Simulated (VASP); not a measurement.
# In3Se2 (R-3c) in VASP: a series of runs

The runs below take In3Se2 through single point, relaxation of cell and atoms, with PBE.

Everything below comes from runs of VASP 6.6.1. Logs are shortened: lines on timing, memory, paths and dates and some standing lists are left out, and cuts for length are marked.

### Step 1. The cell of the first run

The structure is trigonal, space group R-3c (No. 167). Conventional cell: a = 6.859 Å, b = 6.859 Å, c = 18.727 Å, α = 90.00°, β = 90.00°, γ = 120.00°. In (site symmetry 2) has 4 Se at 2.67 to 2.84 Å within 3.5 Å. Se (site symmetry 3) has 6 In at 2.67 to 2.84 Å within 3.5 Å.

### Step 2. Single point, PBE

The input, INCAR:

```
ALGO = Normal ; EDIFF = 1E-7
ENCUT = 520 ; GGA = PE
ISIF = 2 ; ISMEAR = 0
LASPH = True ; LCHARG = False
LREAL = False ; LWAVE = False
NBANDS = 62 ; NELM = 80
PREC = Accurate ; SIGMA = 0.1
```

The input, KPOINTS:

```
k-points
0
Gamma
  3 3 3
```

The input, POSCAR:

```
In3Se2
1.0
    3.4295361270      1.9800436061      6.2422707666
   -3.4295361270      1.9800436061      6.2422707666
    0.0000000000     -3.9600872123      6.2422707666
In Se
6 4
Direct
    0.0562500000      0.4437500000      0.7500000000
    0.7500000000      0.0562500000      0.4437500000
    0.4437500000      0.7500000000      0.0562500000
    0.9437500000      0.5562500000      0.2500000000
    0.2500000000      0.9437500000      0.5562500000
    0.5562500000      0.2500000000      0.9437500000
    0.8521800000      0.8521800000      0.8521800000
    0.6478200000      0.6478200000      0.6478200000
    0.1478200000      0.1478200000      0.1478200000
    0.3521800000      0.3521800000      0.3521800000
```

Potentials or basis: VASP PAW PBE potentials, release 64 (In_d, Se).

The run is started by

```bash
> cat potpaw_PBE.64/In_d/POTCAR potpaw_PBE.64/Se/POTCAR > POTCAR
> mpirun -np 1 vasp_std > vasp.out
```

OUTCAR:

```text
EDIFF = 1E-7
   ENCUT = 520
   GGA = PE
   ISIF = 2
   ISMEAR = 0
   LASPH = True
   LREAL = False
   NELM = 80
   PREC = Accurate

 ion  position               nearest neighbor table
   1  0.056  0.444  0.750-   9 2.67  10 2.67   7 2.84   8 2.84   2 3.64   3 3.64   4 3.78   4 3.78
                             5 3.93   6 3.93   6 3.93   5 3.93
   2  0.750  0.056  0.444-  10 2.67   9 2.67   8 2.84   7 2.84   1 3.64   3 3.64   5 3.78   5 3.78
                             4 3.93   4 3.93   6 3.93   6 3.93
   3  0.444  0.750  0.056-   9 2.67  10 2.67   7 2.84   8 2.84   1 3.64   2 3.64   6 3.78   6 3.78
                             4 3.93   4 3.93   5 3.93   5 3.93
   4  0.944  0.556  0.250-   7 2.67   8 2.67   9 2.84  10 2.84   6 3.64   5 3.64   1 3.78   1 3.78
                             2 3.93   3 3.93   2 3.93   3 3.93
   5  0.250  0.944  0.556-   8 2.67   7 2.67  10 2.84   9 2.84   4 3.64   6 3.64   2 3.78   2 3.78
                             1 3.93   1 3.93   3 3.93   3 3.93
   6  0.556  0.250  0.944-   7 2.67   8 2.67   9 2.84  10 2.84   4 3.64   5 3.64   3 3.78   3 3.78
                             1 3.93   1 3.93   2 3.93   2 3.93
   7  0.852  0.852  0.852-   6 2.67   5 2.67   4 2.67   1 2.84   3 2.84   2 2.84
   8  0.648  0.648  0.648-   5 2.67   6 2.67   4 2.67   1 2.84   2 2.84   3 2.84
   9  0.148  0.148  0.148-   3 2.67   2 2.67   1 2.67   4 2.84   6 2.84   5 2.84
  10  0.352  0.352  0.352-   2 2.67   3 2.67   1 2.67   4 2.84   5 2.84   6 2.84

  LATTYP: Found a trigonal (rhomboedric) cell.
 ALAT       =     7.3924444571
 COS(alpha) =     0.5695481095

  Lattice vectors:

 A1 = (   3.4295361270,   1.9800436061,   6.2422707666)
 A2 = (  -3.4295361270,   1.9800436061,   6.2422707666)
 A3 = (   0.0000000000,  -3.9600872123,   6.2422707666)

Analysis of symmetry for initial positions (statically):
=====================================================================
 Subroutine PRICEL returns:
 Original cell was already a primitive cell.

 Routine SETGRP: Setting up the symmetry group for a
 trigonal (rhombohedral) supercell.

 Subroutine GETGRP returns: Found 12 space group operations
 (whereof  6 operations were pure point group operations)
 out of a pool of 12 trial point group operations.

The static configuration has the point symmetry S_6 .
 The point group associated with its full space group is D_3d.

Analysis of symmetry for dynamics (positions and initial velocities):
=====================================================================
 Subroutine PRICEL returns:
 Original cell was already a primitive cell.

 Routine SETGRP: Setting up the symmetry group for a
 trigonal (rhombohedral) supercell.

 Subroutine GETGRP returns: Found 12 space group operations
 (whereof  6 operations were pure point group operations)
 out of a pool of 12 trial point group operations.

The dynamic configuration has the point symmetry S_6 .
 The point group associated with its full space group is D_3d.

 Subroutine INISYM returns: Found 12 space group operations
 (whereof  6 operations are pure point group operations),
 and found     1 'primitive' translations

----------------------------------------------------------------------------------------

                                     Primitive cell

  volume of cell :     254.3337

  direct lattice vectors                    reciprocal lattice vectors
     3.429536127  1.980043606  6.242270767     0.145792312  0.084173230  0.053399371
    -3.429536127  1.980043606  6.242270767    -0.145792312  0.084173230  0.053399371
     0.000000000 -3.960087212  6.242270767     0.000000000 -0.168346461  0.053399371

  length of vectors
     7.392444457  7.392444457  7.392444457     0.176612637  0.176612637  0.176612637

  position of ions in fractional coordinates (direct lattice)
     0.056250000  0.443750000  0.750000000
     0.750000000  0.056250000  0.443750000
     0.443750000  0.750000000  0.056250000
     0.943750000  0.556250000  0.250000000
     0.250000000  0.943750000  0.556250000
     0.556250000  0.250000000  0.943750000
     0.852180000  0.852180000  0.852180000
     0.647820000  0.647820000  0.647820000
     0.147820000  0.147820000  0.147820000
     0.352180000  0.352180000  0.352180000

  ion indices of the primitive-cell ions
   primitive index   ion index
                 1           1
                 2           2
                 3           3
                 4           4
                 5           5
                 6           6
                 7           7
                 8           8
                 9           9
                10          10

----------------------------------------------------------------------------------------

 KPOINTS: k-points

Automatic generation of k-mesh.
 Grid dimensions read from file:
 generate k-points for:    3    3    3

 Generating k-lattice:

  Cartesian coordinates                     Fractional coordinates (reciprocal lattice)
     0.048597437  0.028057743  0.017799790     0.333333333  0.000000000 -0.000000000
    -0.048597437  0.028057743  0.017799790     0.000000000  0.333333333 -0.000000000
     0.000000000 -0.056115487  0.017799790    -0.000000000 -0.000000000  0.333333333

  Length of vectors
     0.058870879  0.058870879  0.058870879

  Shift w.r.t. Gamma in fractional coordinates (k-lattice)
     0.000000000  0.000000000  0.000000000

 Subroutine IBZKPT returns following result:
 ===========================================

 Found      6 irreducible k-points:

 Following reciprocal coordinates:
            Coordinates               Weight
  0.000000  0.000000  0.000000      1.000000
  0.333333 -0.000000 -0.000000      6.000000
  0.333333  0.333333 -0.000000      6.000000
 -0.333333  0.333333  0.000000      6.000000
  0.333333  0.333333  0.333333      2.000000
 -0.333333  0.333333  0.333333      6.000000
   k-points           NKPTS =      6   k-points in BZ     NKDIM =      6   number of bands    NBANDS=     62
   number of dos      NEDOS =    301   number of ions     NIONS =     10
   total plane-waves  NPLWV = 175616
   dimension x,y,z NGX =    56 NGY =   56 NGZ =   56
   dimension x,y,z NGXF=   112 NGYF=  112 NGZF=  112
   ions per type =               6   4
   NGX,Y,Z   is equivalent  to a cutoff of  12.59, 12.59, 12.59 a.u.
   NGXF,Y,Z  is equivalent  to a cutoff of  25.19, 25.19, 25.19 a.u.
 SYSTEM =  unknown system
   PREC   = accura    normal or accurate (medium, high low for compatibility)
   ISTART =      0    job   : 0-new  1-cont  2-samecut
   ICHARG =      2    charge: 1-file 2-atom 10-const
   ISPIN  =      1    spin polarized calculation?
   LNONCOLLINEAR =      F non collinear calculations
   LSORBIT =      F    spin-orbit coupling
   LASPH  =      T    aspherical Exc in radial PAW
   ENCUT  =  520.0 eV  38.22 Ry    6.18 a.u.  13.75 13.75 13.75*2*pi/ulx,y,z
   NELM   =     80;   NELMIN=  2; NELMDL= -5     # of ELM steps
   EDIFF  = 0.1E-06   stopping-criterion for ELM
   LREAL  =      F    real-space projection
   EDIFFG = 0.1E-05   stopping-criterion for IOM
   NSW    =      0    number of steps for IOM
   IBRION =     -1    ionic relax: 0-MD 1-quasi-New 2-CG
   NFREE  =      0    steps in history (QN), initial steepest desc. (CG)
   ISIF   =      2    stress and relaxation
   ISYM   =      2    0-nonsym 1-usesym 2-fastsym
   POTIM  = 0.5000    time-step for ionic-motion
   TEBEG  =    0.0;   TEEND  =   0.0 temperature during run
   PSTRESS=    0.0 pullay stress
   NELECT =     102.0000    total number of electrons
   NUPDOWN=      -1.0000    fix difference up-down
   EMIN   =  10.00;   EMAX   =-10.00  energy-range for DOS
   EFERMI =   0.00;   METHOD = LEGACY
   ISMEAR =     0;   SIGMA  =   0.10  broadening in eV -4-tet -1-fermi 0-gaus
   EFERMI_NEDOS =   21; number of points for ismear=-14 and -15
   IALGO  =     38    algorithm
   IMIX   =      4    mixing-type and parameters
     AMIX     =   0.40;   BMIX     =  1.00
     AMIX_MAG =   1.60;   BMIX_MAG =  1.00
  volume/ion in A,a.u.               =      25.43       171.63
  Fermi-wavevector in a.u.,A,eV,Ry     =   1.207277  2.281423 19.830730  1.457518
  Thomas-Fermi vector in A             =   2.342919
   LORBIT       =      0    0 simple, 1 ext, 2 COOP (PROOUT), +10 PAW based schemes
   GGA     = PE    functional components
   LHFCALC =     F    Hartree Fock is set to
   AEXX    =    0.0000 exact exchange contribution
   IVDW    =     0    specifies the selected vdW correction
   LEPSILON=     F    determine dielectric tensor
   LRPA    =     F    only Hartree local field effects (RPA)
 non-spin polarized calculation
 Gauss-broadening in eV      SIGMA  =   0.10
  energy-cutoff  :      520.00
  volume of cell :      254.33
 maximum number of plane-waves:      6875
   NGX = 27   NGY = 27   NGZ = 27

 number of electron     102.0000015 magnetization

 Free energy of the ion-electron system (eV)
  ---------------------------------------------------
  ext. energy  EPLUGINS =         0.00000000
  ---------------------------------------------------
  free energy    TOTEN  =       -28.46844141 eV

  energy without entropy =      -28.45065168  energy(sigma->0) =      -28.45954654

 E-fermi :   6.7926     XC(G=0):  -9.7818

 val. band max:        6.7061728751   @ k =   0.3333   0.3333   0.3333
 cond. band min:       6.8806276602   @ k =  -0.3333   0.3333   0.0000
 fundamental gap:      0.1744547851
 Fermi energy:         6.7926223209

 k-point     1 :       0.0000    0.0000    0.0000
  band No.  band energies     occupation
      1      -9.0132      2.00000
      2      -8.8427      2.00000
      3      -8.8007      2.00000
      4      -8.6116      2.00000
      5      -8.2886      2.00000
      6      -8.2886      2.00000
[... 54 lines left out ...]
     61       9.9374      0.00000
     62       9.9374      0.00000

 k-point     2 :       0.3333   -0.0000   -0.0000
  band No.  band energies     occupation
      1      -8.9566      2.00000
      2      -8.8310      2.00000
      3      -8.8196      2.00000
      4      -8.7415      2.00000
      5      -8.2732      2.00000
      6      -8.2634      2.00000
[... 259 lines left out ...]
      6      -8.2624      2.00000
[... 54 lines left out ...]
     61      10.2999      0.00000
     62      10.5522      0.00000

------------------------ aborting loop because EDIFF is reached ----------------------------------------

  FORCE on cell =-STRESS in cart. coord.  units (eV):
  Direction    XX          YY          ZZ          XY          YZ          ZX
  --------------------------------------------------------------------------------------
  -------------------------------------------------------------------------------------
  Total       21.8304891     21.8304891     18.6201857      0.0000000     -0.0000000      0.0000000
  in kB      137.5213284    137.5213284    117.2979980      0.0000000     -0.0000000      0.0000000
  external PRESSURE =     130.7802182 kB  Pullay stress =       0.0000000 kB

 VOLUME and BASIS-vectors are now :
 -----------------------------------------------------------------------------
  energy-cutoff  :      520.00
  volume of cell :      254.33
      direct lattice vectors                 reciprocal lattice vectors
     3.429536127  1.980043606  6.242270767     0.145792312  0.084173230  0.053399371
    -3.429536127  1.980043606  6.242270767    -0.145792312  0.084173230  0.053399371
     0.000000000 -3.960087212  6.242270767     0.000000000 -0.168346461  0.053399371

 POSITION                                       TOTAL-FORCE (eV/Angst)
 -----------------------------------------------------------------------------------
     -1.32895     -1.98004      7.80284        -0.179954      0.000000     -0.000000
      2.37924     -0.16088      7.80284         0.089977     -0.155845     -0.000000
     -1.05030      2.14092      7.80284         0.089977      0.155845     -0.000000
      1.32895      1.98004     10.92397         0.179954      0.000000      0.000000
     -2.37924      0.16088     10.92397        -0.089977      0.155845     -0.000000
      1.05030     -2.14092     10.92397        -0.089977     -0.155845     -0.000000
      0.00000     -0.00000     15.95861        -0.000000     -0.000000      0.041463
      0.00000     -0.00000     12.13160        -0.000000      0.000000     -0.041463
      0.00000     -0.00000      2.76820        -0.000000      0.000000     -0.041463
      0.00000     -0.00000      6.59521        -0.000000     -0.000000      0.041463
 -----------------------------------------------------------------------------------
    total drift:                               -0.000000     -0.000000      0.000000

  FREE ENERGIE OF THE ION-ELECTRON SYSTEM (eV)
  ---------------------------------------------------
  free  energy   TOTEN  =       -28.4684414067 eV

  energy  without entropy=      -28.4506516777  energy(sigma->0) =      -28.45954654
```

Wall time 2 min (1 thread of Intel Xeon Platinum 8559C (Emerald Rapids), shared host); peak memory 0.43 GiB.

What came out:

```
Free energy            : -28.4684 eV
Pressure               : 13.1 GPa
Largest force          : 0.180 eV/Å
Band gap on the k mesh : zero (band 51 reaches 7.98 eV, above the bottom of band 52 at 6.71 eV)
```

Forces in eV/Å, atoms in the order of the input:
```
In  -0.180  0.000  0.000
In   0.090 -0.156  0.000
In   0.090  0.156  0.000
In   0.180  0.000  0.000
In  -0.090  0.156  0.000
In  -0.090 -0.156  0.000
Se   0.000  0.000  0.041
Se   0.000  0.000 -0.041
Se   0.000  0.000 -0.041
Se   0.000  0.000  0.041
```

Caveat: the k points lie up to 0.37 Å⁻¹ apart; spin-orbit coupling is left out, which moves the levels of the heavy elements.

### Step 3. Single point, PBE

This run uses another cell than the first one, of 32.69 Å³/atom, 1.285 times its volume.

The input, INCAR:

```
ALGO = Normal
EDIFF = 1E-7
ENCUT = 520
GGA = PE
ISIF = 2
ISMEAR = 0
LASPH = T
LCHARG = T
LELF = T
LREAL = F
LVHAR = T
LWAVE = F
NBANDS = 62
NELM = 100
PREC = Accurate
SIGMA = 0.1
```

KPOINTS is that of step 2.

The input, POSCAR:

```
In3Se2
1.0
    3.8839974942      2.2424269988      6.2555938172
   -3.8839974942      2.2424269988      6.2555938172
    0.0000000000     -4.4848539976      6.2555938172
In Se
6 4
Direct
    0.0320208405      0.4679791595      0.7500000000
    0.7500000000      0.0320208405      0.4679791595
    0.4679791595      0.7500000000      0.0320208405
    0.9679791595      0.5320208405      0.2500000000
    0.2500000000      0.9679791595      0.5320208405
    0.5320208405      0.2500000000      0.9679791595
    0.8682207704      0.8682207704      0.8682207704
    0.6317792296      0.6317792296      0.6317792296
    0.1317792296      0.1317792296      0.1317792296
    0.3682207704      0.3682207704      0.3682207704
```

Potentials or basis: VASP PAW PBE potentials, release 64 (In_d, Se).

The run is started by

```bash
> cat potpaw_PBE.64/In_d/POTCAR potpaw_PBE.64/Se/POTCAR > POTCAR
> mpirun -np 1 vasp_std > vasp.out
```

OUTCAR:

```text
EDIFF = 1E-7
   ENCUT = 520
   GGA = PE
   ISIF = 2
   ISMEAR = 0
   LASPH = T
   LREAL = F
   NELM = 100
   PREC = Accurate

 ion  position               nearest neighbor table
   1  0.032  0.468  0.750-   9 2.95  10 2.95   7 3.12   8 3.12   2 3.79   3 3.79   4 3.88   4 3.88

   2  0.750  0.032  0.468-   9 2.95  10 2.95   7 3.12   8 3.12   3 3.79   1 3.79   5 3.88   5 3.88

   3  0.468  0.750  0.032-  10 2.95   9 2.95   7 3.12   8 3.12   2 3.79   1 3.79   6 3.88   6 3.88
[... 7 lines left out ...]
   7  0.868  0.868  0.868-   5 2.95   4 2.95   6 2.95   3 3.12   2 3.12   1 3.12
   8  0.632  0.632  0.632-   6 2.95   4 2.95   5 2.95   3 3.12   2 3.12   1 3.12
   9  0.132  0.132  0.132-   2 2.95   1 2.95   3 2.95   5 3.12   6 3.12   4 3.12
[... 592 lines left out ...]

 VOLUME and BASIS-vectors are now :
 -----------------------------------------------------------------------------
  energy-cutoff  :      520.00
  volume of cell :      326.90
      direct lattice vectors                 reciprocal lattice vectors
     3.883997494  2.242426999  6.255593817     0.128733348  0.074324233  0.053285642
    -3.883997494  2.242426999  6.255593817    -0.128733348  0.074324233  0.053285642
     0.000000000 -4.484853998  6.255593817     0.000000000 -0.148648466  0.053285642

 POSITION                                       TOTAL-FORCE (eV/Angst)
 -----------------------------------------------------------------------------------
     -1.69326     -2.24243      7.81949        -0.025932      0.000000      0.000000
      2.78863     -0.34519      7.81949         0.012966     -0.022458      0.000000
     -1.09537      2.58762      7.81949         0.012966      0.022458      0.000000
      1.69326      2.24243     10.94729         0.025932      0.000000      0.000000
     -2.78863      0.34519     10.94729        -0.012966      0.022458      0.000000
      1.09537     -2.58762     10.94729        -0.012966     -0.022458      0.000000
      0.00000      0.00000     16.29371         0.000000      0.000000     -0.025338
      0.00000      0.00000     11.85646         0.000000      0.000000      0.025338
      0.00000      0.00000      2.47307         0.000000      0.000000      0.025338
      0.00000      0.00000      6.91032         0.000000      0.000000     -0.025338
 -----------------------------------------------------------------------------------
    total drift:                                0.000000      0.000000     -0.000000

  FREE ENERGIE OF THE ION-ELECTRON SYSTEM (eV)
  ---------------------------------------------------
  free  energy   TOTEN  =       -31.4373886670 eV

  energy  without entropy=      -31.4322747104  energy(sigma->0) =      -31.43483169
```

stdout:

```text
POSCAR found type information on POSCAR InSe
 POSCAR found :  2 types and      10 ions
 scaLAPACK will be used
 LDA part: xc-table for (Slater+PW92), standard interpolation
 POSCAR, INCAR and KPOINTS ok, starting setup
 FFT: planning ... GRIDC
 FFT: planning ... GRID_SOFT
 FFT: planning ... GRID
 WAVECAR not read
 entering main loop
```

Run time: 2.3 min. Hardware: 1 thread of Intel Xeon Platinum 8559C (Emerald Rapids), shared host; peak memory 0.52 GiB.

Results:

```
Free energy            : -31.4374 eV
Pressure               : 0.2 GPa
Largest force          : 0.026 eV/Å
Band gap on the k mesh : zero (band 51 reaches 4.69 eV, above the bottom of band 52 at 3.99 eV)
```

Forces on the atoms (eV/Å):
```
In  -0.026  0.000  0.000
In   0.013 -0.022  0.000
In   0.013  0.022  0.000
In   0.026  0.000  0.000
In  -0.013  0.022  0.000
In  -0.013 -0.022  0.000
Se   0.000  0.000 -0.025
Se   0.000  0.000  0.025
Se   0.000  0.000  0.025
Se   0.000  0.000 -0.025
```

Stress tensor (GPa, compression positive):
```
 0.27  0.00  0.00
 0.00  0.27  0.00
 0.00  0.00 -0.07
```

Caveat: spin-orbit coupling is left out, which moves the levels of the heavy elements.

[end of part 1 of 2]
